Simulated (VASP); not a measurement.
Here is a VASP 6.6.1 calculation.

INCAR

```
PREC = Accurate ; ENCUT = 600
EDIFF = 1E-6 ; ISMEAR = -1
SIGMA = 0.05 ; LREAL = F
LASPH = T ; NELM = 60
ALGO = Normal ; ISIF = 3
LWAVE = F ; LCHARG = F
GGA = CA ; IBRION = 2
NSW = 80 ; EDIFFG = -0.02
```

File KPOINTS:

```
Automatic mesh
0
Gamma
  19 19 19
```

POSCAR

```
Se
1.0
    2.3912690000      0.0000000000      0.0000000000
   -0.7080256539      2.2840462132      0.0000000000
   -0.7080256539     -0.9607424365      2.0721585544
Se
1
Direct
    0.0000000000      0.0000000000      0.0000000000
```

Potentials or basis: VASP PAW LDA potentials, release 64 (Se).

The run is started by

```sh
$ cat potpaw_LDA.64/Se/POTCAR > POTCAR
$ mpirun -np 1 vasp_std > vasp.out
```

What does it give for the relaxed volume?

21.24 Å³/atom.

Predict the relaxed cell.

a = 2.770 Å, b = 2.770 Å, c = 2.770 Å, α = 91.03°, β = 91.03°, γ = 91.03°.

Final structure:
```
Se
1.0
     2.70004    0.33276    0.52108
    -0.48160    2.67750    0.52108
    -0.48160   -0.65350    2.64829
Se
1
Direct
  0.00000 0.00000 0.00000
```

Caveat: the volume moved by over 15 % at a fixed basis, so the end points are rough.
